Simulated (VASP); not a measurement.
Cu4W:

```xyz
5
Lattice="4.2115 0.0000 0.0000 0.0000 4.2115 0.0000 0.0000 0.0000 4.2115" Properties=species:S:1:pos:R:3 pbc="T T T"
Cu    1.0529    1.0529    1.0529
Cu    3.1586    3.1586    1.0529
Cu    1.0529    3.1586    3.1586
Cu    3.1586    1.0529    3.1586
W     0.0000    0.0000    0.0000
```

The cell was generated, and may not be a known phase.

* Program: VASP 6.6.1
* Task: relaxation of cell and atoms
* Functional: PBE
* Potentials or basis: VASP PAW PBE potentials, release 64 (Cu, W_sv)
* Cutoff: 600 eV
* k mesh: 4 × 4 × 4
* Occupations: gaussian, width 0.1 eV
* Spin: no spin polarisation

At the start: pressure 89.9 GPa; volume 14.94 Å³/atom.

How do energy, volume and symmetry change on relaxing?

Over 14 steps the energy falls by 2944.9 meV/atom and the volume is 17.04 Å³/atom (+14.0 %); space group P-43m (No. 215, to 0.1 Å) before and after.

Step by step:
```
step  energy change (eV)  largest force (eV/Å)  pressure (GPa)  volume (Å³)
   1              0.0000               19.4904           89.95        74.70
   2             -2.4342                9.8816            6.90       207.00
   3             -6.2873                4.6036           -0.82       177.25
   4             -8.0362                2.9643           -4.95       160.62
   5            -13.2028                0.7334          -12.78       112.24
   6            -14.2786                1.6285           -3.98        92.20
   7            -14.3163                0.9183           -7.06        95.94
   8            -14.3236                1.1375           -6.20        94.68
   9            -14.3218                1.2169           -5.87        94.25
  10            -14.6917                0.5624           -1.43        86.74
  11            -14.7185                0.1197            1.32        84.07
  12            -14.7196                0.1965            0.93        84.48
  13            -14.7244                0.0701            0.02        85.35
  14            -14.7247                0.0206            0.15        85.19
```

Final structure:
```cif
data_structure
_symmetry_space_group_name_H-M 'P 1'
_symmetry_Int_Tables_number 1
_cell_length_a 4.4000
_cell_length_b 4.4000
_cell_length_c 4.4000
_cell_angle_alpha 90.000
_cell_angle_beta 90.000
_cell_angle_gamma 90.000
_cell_volume 85.19
loop_
_atom_site_label
_atom_site_type_symbol
_atom_site_fract_x
_atom_site_fract_y
_atom_site_fract_z
_atom_site_occupancy
Cu1 Cu 0.30841 0.30841 0.30841 1
Cu2 Cu 0.69159 0.69159 0.30841 1
Cu3 Cu 0.30841 0.69159 0.69159 1
Cu4 Cu 0.69159 0.30841 0.69159 1
W1 W 0.00000 0.00000 0.00000 1
```

Caveat: the k points lie up to 0.36 Å⁻¹ apart in the final cell.
